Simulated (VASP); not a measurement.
Here is a VASP 6.6.1 calculation.

INCAR

```
SYSTEM = Zn3Se2S
PREC = Accurate
ENCUT = 520
EDIFF = 1E-6
ISMEAR = 0
SIGMA = 0.02
LREAL = .False.
LASPH = .True.
NELM = 60
ALGO = Normal
ISIF = 2
LWAVE = .False.
LCHARG = .False.
GGA = PE
NBANDS = 36
```

File KPOINTS:

```
Automatic mesh
0
Gamma
  12 12 4
  0 0 0
```

Contents of POSCAR:

```
Zn3Se2S
1.0
    3.9032383266      0.0000000283      0.0000000000
   -1.9516191878      3.3803035337      0.0000000000
    0.0000000000      0.0000000000      9.5730033672
Zn Se S
3 2 1
Direct
    0.0000000000      0.0000000000      0.9899405521
    0.6666666667      0.3333333333      0.3329564813
    0.3333333333      0.6666666667      0.6765369642
    0.6666666667      0.3333333333      0.0798953053
    0.3333333333      0.6666666667      0.4222463125
    0.0000000000      0.0000000000      0.7484233846
```

Potentials or basis: VASP PAW PBE potentials, release 64 (Zn, Se, S).

Command:

```bash
$ cat potpaw_PBE.64/Zn/POTCAR potpaw_PBE.64/Se/POTCAR potpaw_PBE.64/S/POTCAR > POTCAR
$ mpirun -np 1 vasp_std > vasp.out
```

Problem. Predict the band gap on the k mesh.

Solution. 1.49 eV, direct.

Problem. What does it give for the largest force?

Solution. 0.005 eV/Å.

Problem. Predict the pressure.

Solution. 4.5 GPa.

Forces on the atoms (eV/Å):
```
Zn   0.000  0.000 -0.004
Zn   0.000  0.000  0.001
Zn   0.000  0.000  0.005
Se   0.000  0.000 -0.001
Se   0.000  0.000  0.003
S    0.000  0.000 -0.005
```

 A k mesh can miss the band edges.
